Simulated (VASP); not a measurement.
Input of a VASP 6.6.1 run:

The input INCAR:

```
SYSTEM = Hf
PREC = Accurate
ENCUT = 600
EDIFF = 1E-6
ISMEAR = -1
SIGMA = 0.05
LREAL = .False.
LASPH = .True.
NELM = 80
ALGO = Normal
ISIF = 3
LWAVE = .False.
LCHARG = .False.
GGA = PS
IBRION = 2
NSW = 80
EDIFFG = -0.03
```

The input KPOINTS:

```
Automatic mesh
0
Gamma
  6 6 4
  0 0 0
```

File POSCAR:

```
Hf
1.0
    3.1967000000      0.0000000000      0.0000000000
   -1.5983500000      2.7684230000      0.0000000000
    0.0000000000      0.0000000000      5.0578000000
Hf
2
Direct
    0.3333333333      0.6666666667      0.2500000000
    0.6666666667      0.3333333333      0.7500000000
```

Potentials or basis: VASP PAW PBE potentials, release 64 (Hf_pv).

Command:

```bash
$ cat potpaw_PBE.64/Hf_pv/POTCAR > POTCAR
$ mpirun -np 1 vasp_std > vasp.out
```

Question: Predict the band gap on the k mesh.

Answer: Zero (bands 10 and 11 overlap by 1.33 eV).

Question: Predict the relaxed volume.

Answer: 21.53 Å³/atom.

Question: Estimate the relaxed cell.

Answer: a = 3.150 Å, b = 3.150 Å, c = 5.009 Å, α = 90.00°, β = 90.00°, γ = 120.00°.

Question: What does it give for the space group after relaxing (to 0.1 Å)?

Answer: P6_3/mmc (No. 194).

Final structure:
```
CELL_PARAMETERS angstrom
3.15046 0.00000 0.00000
-1.57523 2.72838 0.00000
0.00000 0.00000 5.00895
ATOMIC_POSITIONS crystal
Hf 0.33333 0.66667 0.25000
Hf 0.66667 0.33333 0.75000
```

Caveat: the k points lie up to 0.38 Å⁻¹ apart in the final cell, too coarse for converged energies and pressures of a metal; the PAW data sets were made with another functional, which shifts forces and pressure a little; spin-orbit coupling is left out, which moves the levels of the heavy elements.
